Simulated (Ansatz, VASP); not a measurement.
# As: VASP beside Ansatz

```
As
1.0
    -1.50063    1.50063    2.28298
     1.50063   -1.50063    2.28298
     1.50063    1.50063   -2.28298
As
1
Direct
  0.00000 0.00000 0.00000
```

Alike in both runs: task single point; functional PBEsol; k mesh 8 × 8 × 8; occupations gaussian, width 0.1 eV; no spin polarisation.

```csv
,VASP,Ansatz
version,VASP 6.6.1,Ansatz 0.2.0
potentials or method,"VASP PAW PBE potentials, release 64 (As), cutoff 520 eV","scalar-relativistic, plane waves, PAW"
valence electrons in the cell,5,15
```

VASP gave:

- gap on the k mesh at the Fermi level (eV): none
- pressure (GPa): -7.9
- traceless stress, the component that is largest in VASP (GPa): 0.65

Estimate Ansatz's values.

gap on the k mesh at the Fermi level (eV): none; pressure (GPa): -8.0; traceless stress, the component that is largest in VASP (GPa): 0.66.

VASP's potentials were made for PBE, not for PBEsol. A gap of «none» marks a metal or a gap that the smearing closes. VASP's potentials hold 5 valence electrons a cell and Ansatz's 15, so a difference there can come from the potentials and not from the codes.

The k mesh is coarse, so the values compare programs but aren't converged.
